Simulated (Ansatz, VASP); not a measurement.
## One calculation of TaSi2, two programs

The input INCAR:

```
PREC     = Accurate       # precision mode
ENCUT    = 520            # plane-wave cutoff, eV
EDIFF    = 1E-6           # SCF threshold, eV
ISMEAR   = 0              # smearing method
SIGMA    = 0.15           # smearing width, eV
LREAL    = F              # projectors in reciprocal space
LASPH    = T              # aspherical terms in the spheres
NELM     = 60             # most SCF steps
ALGO     = Fast           # electronic algorithm
ISIF     = 2              # what is computed and relaxed
LWAVE    = F              # write WAVECAR
LCHARG   = F              # write CHGCAR
GGA      = PE             # functional
NBANDS   = 38             # bands
```

File KPOINTS:

```
regular mesh
0
Gamma
  9 9 6
```

POSCAR

```
TaSi2
1.0
    4.8060235202      0.0000000000      0.0000000000
   -2.4030117601      4.1621384597      0.0000000000
    0.0000000000      0.0000000000      6.5995345254
Ta Si
3 6
Direct
    0.4550563997      0.0000000000     -0.1636479051
    0.5000000000      0.5000000000      0.6666666667
    0.0000000000      0.5000000000      0.3333333333
    0.1589152396      0.3178304793      0.0000000000
    0.8410847604      0.1589152396      0.6666666667
    0.6821695207      0.8410847604      0.3333333333
    0.8410847604      0.6821695207      0.0000000000
    0.1589152396      0.8410847604      0.6666666667
    0.3178304793      0.1589152396      0.3333333333
```

Input for Ansatz:

```yaml
crystal:
  lattice:
    - [4.8060235202, 0.0, 0.0]
    - [-2.4030117601, 4.1621384597, 0.0]
    - [0.0, 0.0, 6.5995345254]
  atoms:
    - { symbol: Ta, position: [0.4550563997, 0.0, -0.1636479051] }
    - { symbol: Ta, position: [0.5, 0.5, 0.6666666667] }
    - { symbol: Ta, position: [0.0, 0.5, 0.3333333333] }
    - { symbol: Si, position: [0.1589152396, 0.3178304793, 0.0] }
    - { symbol: Si, position: [0.8410847604, 0.1589152396, 0.6666666667] }
    - { symbol: Si, position: [0.6821695207, 0.8410847604, 0.3333333333] }
    - { symbol: Si, position: [0.8410847604, 0.6821695207, 0.0] }
    - { symbol: Si, position: [0.1589152396, 0.8410847604, 0.6666666667] }
    - { symbol: Si, position: [0.3178304793, 0.1589152396, 0.3333333333] }
basis:
  ecutwfc: 420
kpoints:
  mp_grid: { grid: [9, 9, 6] }
hamiltonian:
  xc: pbe
  pseudopotentials: { kind: paw, azcp: { folder: soft_1 } }
scf:
  occupations: { method: gaussian, width: 0.15 }
output:
  forces: true
  stress: true
  eigenvalues: true
```

Alike in both runs: task single point; functional PBE; k mesh 9 × 9 × 6; occupations gaussian, width 0.15 eV; no spin polarisation.

|  | VASP | Ansatz |
| --- | --- | --- |
| version | VASP 6.6.1 | Ansatz 0.2.0 |
| potentials or method | VASP PAW PBE potentials, release 64 (Ta_pv, Si), cutoff 520 eV | scalar-relativistic, plane waves, PAW |
| valence electrons in the cell | 57 | 63 |

```csv
,VASP,Ansatz,Ansatz less VASP
gap on the k mesh at the Fermi level (eV),none,none,-
rms of the force components (eV/Å),11.151,11.345,+0.1932
```

Atom by atom the forces differ by 0.217 eV/Å (rms over components). A gap of «none» marks a metal or a gap that the smearing closes. VASP's potentials hold 57 valence electrons a cell and Ansatz's 63, so a difference there can come from the potentials and not from the codes.

Spin-orbit coupling is off throughout.
